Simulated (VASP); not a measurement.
# Si3Ni (Pm-3m) in VASP: notebook

Si3Ni is run at these levels: PBE; tasks: single point, relaxation of cell and atoms.

All numbers are computed with VASP 6.6.1; they aren't measurements. Logs are shortened: lines on timing, memory, paths and dates and some standing lists are left out, and cuts for length are marked.

## Step 1: The cell of the first run

Symmetry: Pm-3m, No. 221, cubic system. The conventional cell has a = 3.637 Å, b = 3.637 Å, c = 3.637 Å, α = 90.00°, β = 90.00°, γ = 90.00°. Within 3.4 Å of Si (site symmetry 4/mmm) lie 8 Si at 2.57 Å and 4 Ni at 2.57 Å. Ni (site symmetry m-3m) has 12 Si at 2.57 Å within 3.4 Å.

The cell was generated, and may not be a known phase.

## Step 2: Single point, PBE, collinear spin, ferromagnetic start

Input file INCAR:

```
SYSTEM = Si3Ni
ALGO = Normal
EDIFF = 1E-6
ENCUT = 520
GGA = PE
ISIF = 2
ISMEAR = 0
ISPIN = 2
LASPH = .TRUE.
LCHARG = .TRUE.
LELF = .TRUE.
LMAXMIX = 4
LORBIT = 11
LREAL = .FALSE.
LVHAR = .TRUE.
LWAVE = .FALSE.
MAGMOM = 0 0 0 2
NBANDS = 23
NELM = 150
PREC = Accurate
SIGMA = 0.1
```

Input file KPOINTS:

```
k-points
0
G
  6 6 6
  0 0 0
```

Input file POSCAR:

```
Si3Ni
1.0
    3.6366825400      0.0000000000      0.0000000000
    0.0000000000      3.6366825400      0.0000000000
    0.0000000000      0.0000000000      3.6366825400
Si Ni
3 1
Direct
    0.0000000000      0.5000000000      0.5000000000
    0.5000000000      0.0000000000      0.5000000000
    0.5000000000      0.5000000000      0.0000000000
    0.0000000000      0.0000000000      0.0000000000
```

Potentials or basis: VASP PAW PBE potentials, release 64 (Si, Ni).

Run with:

```bash
$ cat potpaw_PBE.64/Si/POTCAR potpaw_PBE.64/Ni/POTCAR > POTCAR
$ mpirun -np 1 vasp_std > vasp.out
```

OUTCAR:

```text
SYSTEM = Si3Ni
   EDIFF = 1E-6
   ENCUT = 520
   GGA = PE
   ISIF = 2
   ISMEAR = 0
   ISPIN = 2
   LASPH = .TRUE.
   LORBIT = 11
   LREAL = .FALSE.
   NELM = 150
   PREC = Accurate

 ion  position               nearest neighbor table
   1  0.000  0.500  0.500-   2 2.57   3 2.57   4 2.57   3 2.57   4 2.57   2 2.57   4 2.57   4 2.57
                             2 2.57   3 2.57   3 2.57   2 2.57
   2  0.500  0.000  0.500-   1 2.57   3 2.57   4 2.57   3 2.57   4 2.57   1 2.57   3 2.57   3 2.57
                             1 2.57   4 2.57   4 2.57   1 2.57
   3  0.500  0.500  0.000-   1 2.57   2 2.57   4 2.57   1 2.57   2 2.57   2 2.57   4 2.57   2 2.57
                             1 2.57   4 2.57   1 2.57   4 2.57
   4  0.000  0.000  0.000-   1 2.57   2 2.57   3 2.57   1 2.57   2 2.57   1 2.57   3 2.57   1 2.57
                             2 2.57   3 2.57   2 2.57   3 2.57

  LATTYP: Found a simple cubic cell.
 ALAT       =     3.6366825400

  Lattice vectors:

 A1 = (   3.6366825400,   0.0000000000,   0.0000000000)
 A2 = (   0.0000000000,   3.6366825400,   0.0000000000)
 A3 = (   0.0000000000,   0.0000000000,   3.6366825400)

Analysis of symmetry for initial positions (statically):
=====================================================================
 Subroutine PRICEL returns:
 Original cell was already a primitive cell.

 Routine SETGRP: Setting up the symmetry group for a
 simple cubic supercell.

 Subroutine GETGRP returns: Found 48 space group operations
 (whereof 48 operations were pure point group operations)
 out of a pool of 48 trial point group operations.

The static configuration has the point symmetry O_h .

Analysis of symmetry for dynamics (positions and initial velocities):
=====================================================================
 Subroutine PRICEL returns:
 Original cell was already a primitive cell.

 Routine SETGRP: Setting up the symmetry group for a
 simple cubic supercell.

 Subroutine GETGRP returns: Found 48 space group operations
 (whereof 48 operations were pure point group operations)
 out of a pool of 48 trial point group operations.

The dynamic configuration has the point symmetry O_h .

Analysis of structural, dynamic, and magnetic symmetry:
=====================================================================
 Subroutine PRICEL returns:
 Original cell was already a primitive cell.

 Routine SETGRP: Setting up the symmetry group for a
 simple cubic supercell.

 Subroutine GETGRP returns: Found 48 space group operations
 (whereof 48 operations were pure point group operations)
 out of a pool of 48 trial point group operations.

The overall configuration has the point symmetry O_h .

 Subroutine INISYM returns: Found 48 space group operations
 (whereof 48 operations are pure point group operations),
 and found     1 'primitive' translations

----------------------------------------------------------------------------------------

                                     Primitive cell

  volume of cell :      48.0968

  direct lattice vectors                    reciprocal lattice vectors
     3.636682540  0.000000000  0.000000000     0.274975885  0.000000000  0.000000000
     0.000000000  3.636682540  0.000000000     0.000000000  0.274975885  0.000000000
     0.000000000  0.000000000  3.636682540     0.000000000  0.000000000  0.274975885

  length of vectors
     3.636682540  3.636682540  3.636682540     0.274975885  0.274975885  0.274975885

  position of ions in fractional coordinates (direct lattice)
     0.000000000  0.500000000  0.500000000
     0.500000000  0.000000000  0.500000000
     0.500000000  0.500000000  0.000000000
     0.000000000  0.000000000  0.000000000

  ion indices of the primitive-cell ions
   primitive index   ion index
                 1           1
                 2           2
                 3           3
                 4           4

----------------------------------------------------------------------------------------

 KPOINTS: k-points

Automatic generation of k-mesh.
 Grid dimensions read from file:
 generate k-points for:    6    6    6

 Generating k-lattice:

  Cartesian coordinates                     Fractional coordinates (reciprocal lattice)
     0.045829314  0.000000000  0.000000000     0.166666667  0.000000000  0.000000000
     0.000000000  0.045829314  0.000000000     0.000000000  0.166666667  0.000000000
     0.000000000  0.000000000  0.045829314     0.000000000  0.000000000  0.166666667

  Length of vectors
     0.045829314  0.045829314  0.045829314

  Shift w.r.t. Gamma in fractional coordinates (k-lattice)
     0.000000000  0.000000000  0.000000000

 Subroutine IBZKPT returns following result:
 ===========================================

 Found     20 irreducible k-points:

 Following reciprocal coordinates:
            Coordinates               Weight
  0.000000  0.000000  0.000000      1.000000
  0.166667  0.000000  0.000000      6.000000
  0.333333  0.000000  0.000000      6.000000
  0.500000  0.000000  0.000000      3.000000
  0.166667  0.166667  0.000000     12.000000
  0.333333  0.166667  0.000000     24.000000
[... 12 lines left out ...]
  0.500000  0.500000  0.333333      6.000000
  0.500000  0.500000  0.500000      1.000000
   k-points           NKPTS =     20   k-points in BZ     NKDIM =     20   number of bands    NBANDS=     23
   number of dos      NEDOS =    301   number of ions     NIONS =      4
   total plane-waves  NPLWV =  21952
   dimension x,y,z NGX =    28 NGY =   28 NGZ =   28
   dimension x,y,z NGXF=    56 NGYF=   56 NGZF=   56
   ions per type =               3   1
   NGX,Y,Z   is equivalent  to a cutoff of  12.80, 12.80, 12.80 a.u.
   NGXF,Y,Z  is equivalent  to a cutoff of  25.60, 25.60, 25.60 a.u.
 SYSTEM =  Si3Ni
   PREC   = accura    normal or accurate (medium, high low for compatibility)
   ISTART =      0    job   : 0-new  1-cont  2-samecut
   ICHARG =      2    charge: 1-file 2-atom 10-const
   ISPIN  =      2    spin polarized calculation?
   LNONCOLLINEAR =      F non collinear calculations
   LSORBIT =      F    spin-orbit coupling
   LASPH  =      T    aspherical Exc in radial PAW
   ENCUT  =  520.0 eV  38.22 Ry    6.18 a.u.   6.76  6.76  6.76*2*pi/ulx,y,z
   NELM   =    150;   NELMIN=  2; NELMDL= -5     # of ELM steps
   EDIFF  = 0.1E-05   stopping-criterion for ELM
   LREAL  =      F    real-space projection
[... 7 lines left out ...]
   TEBEG  =    0.0;   TEEND  =   0.0 temperature during run
   PSTRESS=    0.0 pullay stress
   NELECT =      22.0000    total number of electrons
   NUPDOWN=      -1.0000    fix difference up-down
   EMIN   =  10.00;   EMAX   =-10.00  energy-range for DOS
   EFERMI =   0.00;   METHOD = LEGACY
   ISMEAR =     0;   SIGMA  =   0.10  broadening in eV -4-tet -1-fermi 0-gaus
   EFERMI_NEDOS =   21; number of points for ismear=-14 and -15
   IALGO  =     38    algorithm
   IMIX   =      4    mixing-type and parameters
     AMIX     =   0.40;   BMIX     =  1.00
     AMIX_MAG =   1.60;   BMIX_MAG =  1.00
  volume/ion in A,a.u.               =      12.02        81.14
  Fermi-wavevector in a.u.,A,eV,Ry     =   1.261373  2.383650 21.647724  1.591063
  Thomas-Fermi vector in A             =   2.394836
   LORBIT       =     11    0 simple, 1 ext, 2 COOP (PROOUT), +10 PAW based schemes
   GGA     = PE    functional components
   LHFCALC =     F    Hartree Fock is set to
   AEXX    =    0.0000 exact exchange contribution
   IVDW    =     0    specifies the selected vdW correction
   LEPSILON=     F    determine dielectric tensor
   LRPA    =     F    only Hartree local field effects (RPA)
 spin polarized calculation
 Gauss-broadening in eV      SIGMA  =   0.10
  energy-cutoff  :      520.00
  volume of cell :       48.10
 maximum number of plane-waves:      1328
 NGX is ok and might be reduce to    28
   NGX = 13   NGY = 13   NGZ = 13

 number of electron      22.0000013 magnetization       0.0023519

 number of electron      22.0000013 magnetization      -0.0003610

 Free energy of the ion-electron system (eV)
  ---------------------------------------------------
  ext. energy  EPLUGINS =         0.00000000
  ---------------------------------------------------
  free energy    TOTEN  =       -20.75307956 eV

  energy without entropy =      -20.74652475  energy(sigma->0) =      -20.74980216

 E-fermi :  11.8058     XC(G=0): -12.1410

 val. band max:       11.8011659186   @ k =   0.0000   0.0000   0.0000
 cond. band min:      11.8120056990   @ k =   0.5000   0.5000   0.1667
 fundamental gap:      0.0108397804
 Fermi energy:        11.8058474931

 spin component 1

 k-point     1 :       0.0000    0.0000    0.0000
  band No.  band energies     occupation
      1      -3.1759      1.00000
      2       6.4940      1.00000
      3       6.4940      1.00000
      4       6.8796      1.00000
      5       6.8796      1.00000
      6       6.8796      1.00000
[... 15 lines left out ...]
     22      21.9052      0.00000
     23      21.9052      0.00000

 k-point     2 :       0.1667    0.0000    0.0000
  band No.  band energies     occupation
      1      -2.8764      1.00000
      2       4.1953      1.00000
      3       6.7156      1.00000
      4       6.9839      1.00000
      5       6.9839      1.00000
      6       8.1498      1.00000
[... 15 lines left out ...]
     22      22.6437      0.00000
     23      23.4662      0.00000
[... 440 lines left out ...]
     22      25.2276      0.00000
     23      25.3228      0.00000

 k-point    20 :       0.5000    0.5000    0.5000
  band No.  band energies     occupation
      1       3.6273      1.00000
      2       3.6273      1.00000
      3       3.6273      1.00000
      4       3.7553      1.00000
      5       5.4840      1.00000
      6       5.4840      1.00000
[... 15 lines left out ...]
     22      24.8517      0.00000
     23      24.8517      0.00000
 Fermi energy:        11.8058474931

 spin component 2

 k-point     1 :       0.0000    0.0000    0.0000
  band No.  band energies     occupation
      1      -3.1759      1.00000
      2       6.4941      1.00000
      3       6.4941      1.00000
      4       6.8795      1.00000
      5       6.8795      1.00000
      6       6.8795      1.00000
[... 15 lines left out ...]
     22      21.9051      0.00000
     23      21.9051      0.00000

 k-point     2 :       0.1667    0.0000    0.0000
  band No.  band energies     occupation
      1      -2.8765      1.00000
      2       4.1952      1.00000
      3       6.7157      1.00000
      4       6.9838      1.00000
      5       6.9838      1.00000
      6       8.1500      1.00000
[... 15 lines left out ...]
     22      22.6436      0.00000
     23      23.4661      0.00000
[... 440 lines left out ...]
     22      25.2276      0.00000
     23      25.3217      0.00000

 k-point    20 :       0.5000    0.5000    0.5000
  band No.  band energies     occupation
      1       3.6272      1.00000
      2       3.6272      1.00000
      3       3.6272      1.00000
      4       3.7552      1.00000
      5       5.4840      1.00000
      6       5.4840      1.00000
[... 15 lines left out ...]
     22      24.8517      0.00000
     23      24.8517      0.00000

------------------------ aborting loop because EDIFF is reached ----------------------------------------

  FORCE on cell =-STRESS in cart. coord.  units (eV):
  Direction    XX          YY          ZZ          XY          YZ          ZX
  --------------------------------------------------------------------------------------
  -------------------------------------------------------------------------------------
  Total        3.1933410      3.1933410      3.1933410      0.0000000      0.0000000     -0.0000000
  in kB      106.3750329    106.3750329    106.3750329      0.0000000      0.0000000     -0.0000000
  external PRESSURE =     106.3750329 kB  Pullay stress =       0.0000000 kB

 VOLUME and BASIS-vectors are now :
 -----------------------------------------------------------------------------
  energy-cutoff  :      520.00
  volume of cell :       48.10
      direct lattice vectors                 reciprocal lattice vectors
     3.636682540  0.000000000  0.000000000     0.274975885  0.000000000  0.000000000
     0.000000000  3.636682540  0.000000000     0.000000000  0.274975885  0.000000000
     0.000000000  0.000000000  3.636682540     0.000000000  0.000000000  0.274975885

 POSITION                                       TOTAL-FORCE (eV/Angst)
 -----------------------------------------------------------------------------------
      0.00000      1.81834      1.81834         0.000000      0.000000      0.000000
      1.81834      0.00000      1.81834         0.000000      0.000000      0.000000
      1.81834      1.81834      0.00000         0.000000      0.000000      0.000000
      0.00000      0.00000      0.00000         0.000000      0.000000      0.000000
 -----------------------------------------------------------------------------------
    total drift:                               -0.000000     -0.000000     -0.000000

  FREE ENERGIE OF THE ION-ELECTRON SYSTEM (eV)
  ---------------------------------------------------
  free  energy   TOTEN  =       -20.7530795630 eV

  energy  without entropy=      -20.7465247483  energy(sigma->0) =      -20.74980216

 total charge

# of ion       s       p       d       tot
------------------------------------------
    1        0.793   0.793   0.000   1.586
    2        0.793   0.793   0.000   1.586
    3        0.793   0.793   0.000   1.586
    4        0.484   0.502   8.481   9.467
--------------------------------------------------
tot          2.864   2.880   8.481  14.225

 magnetization (x)

# of ion       s       p       d       tot
------------------------------------------
    1        0.000  -0.000   0.000   0.000
    2        0.000  -0.000   0.000   0.000
    3        0.000  -0.000   0.000   0.000
    4        0.000   0.000  -0.000  -0.000
--------------------------------------------------
tot          0.000   0.000  -0.000  -0.000
```

Run time: 46 s. Hardware: 1 thread of Intel Xeon Platinum 8488C (Sapphire Rapids), shared host; peak memory 0.18 GiB.

Results:

| Quantity | Value |
| --- | --- |
| Free energy | -20.7531 eV |
| Pressure | 10.6 GPa |
| Band gap on the k mesh | zero (filled and empty bands overlap) |
| Net moment | 0.00 μB per cell |
| Valence electrons inside the program's atomic spheres | Si 1.59; Ni 9.47 |

Levels at points of the mesh, in eV from the Fermi level:
Spin up:
```
           k point  band 8  band 9  band 10  band 11  band 12  band 13  band 14  band 15
(0.00, 0.00, 0.00)   -2.50   -2.50    -1.20     0.00     0.00     4.25     4.25     4.25
(0.50, 0.00, 0.00)   -1.54   -1.45    -1.45    -0.67    -0.32    -0.32     2.17     2.58
(0.50, 0.50, 0.00)   -2.09   -2.02    -0.98     1.84     1.90     1.90     2.11     2.11
(0.50, 0.50, 0.50)   -2.35   -1.99    -1.99    -1.05    -1.05    -1.05    10.55    10.55
```
Spin down:
| k point | band 7 | band 8 | band 9 | band 10 | band 11 | band 12 | band 13 | band 14 | band 15 | band 16 |
| --- | --- | --- | --- | --- | --- | --- | --- | --- | --- | --- |
| (0.00, 0.00, 0.00) | -2.50 | -2.50 | -2.50 | -1.20 | 0.00 | 0.00 | 4.25 | 4.25 | 4.25 | 6.64 |
| (0.50, 0.00, 0.00) | -2.10 | -1.54 | -1.45 | -1.45 | -0.67 | -0.32 | -0.32 | 2.17 | 2.58 | 7.09 |
| (0.50, 0.50, 0.00) | -2.13 | -2.09 | -2.02 | -0.98 | 1.84 | 1.90 | 1.90 | 2.11 | 2.11 | 3.45 |
| (0.50, 0.50, 0.50) | -6.32 | -2.35 | -1.99 | -1.99 | -1.05 | -1.05 | -1.05 | 10.55 | 10.55 | 10.87 |

Caveat: the cell stands under pressure; the moments typed at the start vanished in this run.

## Step 3: Single point, PBE, collinear spin, ferromagnetic start

This run uses another cell than the first one, of 12.93 Å³/atom.

Input file INCAR:

```
ALGO = Normal
EDIFF = 1E-7
ENCUT = 520
GGA = PE
ISIF = 2
ISMEAR = 0
ISPIN = 2
LASPH = True
LCHARG = False
LMAXMIX = 4
LORBIT = 11
LREAL = False
LWAVE = False
MAGMOM = 0 0 0 2
NBANDS = 23
NELM = 150
PREC = Accurate
SIGMA = 0.1
```

Input file KPOINTS:

```
k-points
0
Gamma
  6 6 6
```

Input file POSCAR:

```
Si3Ni
1.0
    3.7257415035      0.0000000000      0.0000000000
    0.0000000000      3.7257415035      0.0000000000
    0.0000000000      0.0000000000      3.7257415035
Si Ni
3 1
Direct
    0.0000000000      0.5000000000      0.5000000000
    0.5000000000      0.0000000000      0.5000000000
    0.5000000000      0.5000000000      0.0000000000
    0.0000000000      0.0000000000      0.0000000000
```

Potentials or basis: VASP PAW PBE potentials, release 64 (Si, Ni).

Run with:

```bash
$ cat potpaw_PBE.64/Si/POTCAR potpaw_PBE.64/Ni/POTCAR > POTCAR
$ mpirun -np 1 vasp_std > vasp.out
```

Wall time 57 s (1 thread of Intel Xeon Platinum 8488C (Sapphire Rapids), shared host); peak memory 0.18 GiB.

The run converged. Its results:

```
Free energy                                           : -20.8665 eV
Pressure                                              : 0.1 GPa
Band gap on the k mesh                                : zero (filled and empty bands overlap)
Net moment                                            : 0.00 μB per cell
Valence electrons inside the program's atomic spheres : Si 1.55; Ni 9.33
```

Levels at points of the mesh, in eV from the Fermi level:
Spin up:
```tsv
k point	band 8	band 9	band 10	band 11	band 12	band 13	band 14	band 15
(0.00, 0.00, 0.00)	-2.15	-2.15	-0.86	-0.11	-0.11	4.06	4.06	4.06
(0.50, 0.00, 0.00)	-1.81	-1.20	-1.20	-0.36	-0.20	-0.20	2.15	2.22
(0.50, 0.50, 0.00)	-1.79	-1.73	-0.75	1.56	1.83	1.83	2.07	2.07
(0.50, 0.50, 0.50)	-2.04	-1.70	-1.70	-0.91	-0.91	-0.91	9.85	9.85
```
Spin down:
| k point | band 9 | band 10 | band 11 | band 12 | band 13 | band 14 |
| --- | --- | --- | --- | --- | --- | --- |
| (0.00, 0.00, 0.00) | -2.15 | -0.86 | -0.11 | -0.11 | 4.06 | 4.06 |
| (0.50, 0.00, 0.00) | -1.20 | -1.20 | -0.36 | -0.20 | -0.20 | 2.15 |
| (0.50, 0.50, 0.00) | -1.73 | -0.75 | 1.56 | 1.83 | 1.83 | 2.07 |
| (0.50, 0.50, 0.50) | -1.70 | -1.70 | -0.91 | -0.91 | -0.91 | 9.85 |

Caveat: the moments typed at the start vanished in this run.

[end of part 1 of 2]

The gap in the log of VASP goes by the Fermi energy; the results here count the filled bands.